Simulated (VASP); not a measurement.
Runs of VASP 6.6.1 on Si. The structure is that of space group P6_3/mmc (No. 194), or close to it. The cells are those of the table. 

```tsv
cell	gap on the mesh (eV)	pressure (GPa)
a = 2.706, b = 2.706, c = 4.506 Å, angles 90.0, 90.0, 120.0°, 2 atoms	none	(a)
a = 2.806, b = 2.806, c = 4.506 Å, angles 90.0, 90.0, 120.0°, 2 atoms	none	-7.8
a = 2.506, b = 2.506, c = 4.506 Å, angles 90.0, 90.0, 120.0°, 2 atoms	none	14.6
a = 2.626, b = 2.626, c = 4.506 Å, angles 90.0, 90.0, 120.0°, 2 atoms	none	1.9
a = 2.826, b = 2.826, c = 4.506 Å, angles 90.0, 90.0, 120.0°, 2 atoms	none	(c)
a = 2.786, b = 2.786, c = 4.506 Å, angles 90.0, 90.0, 120.0°, 2 atoms	none	-7.1
a = 2.546, b = 2.546, c = 4.506 Å, angles 90.0, 90.0, 120.0°, 2 atoms	none	9.5
a = 2.586, b = 2.586, c = 4.506 Å, angles 90.0, 90.0, 120.0°, 2 atoms	none	(b)
```

Alike in all rows: task single point; level r2SCAN; potentials or basis VASP PAW PBE potentials, release 64 (Si); no spin polarisation; k mesh 24 × 24 × 10; cutoff (eV) 520; smearing gaussian 0.15 eV.

Fill in the values left out.

(a) -3.4; (b) 5.3; (c) -8.5.

Caveats: the PAW data sets were made with another functional, which shifts forces and pressure a little.

A gap of «none» marks levels without a gap at the run's occupations.
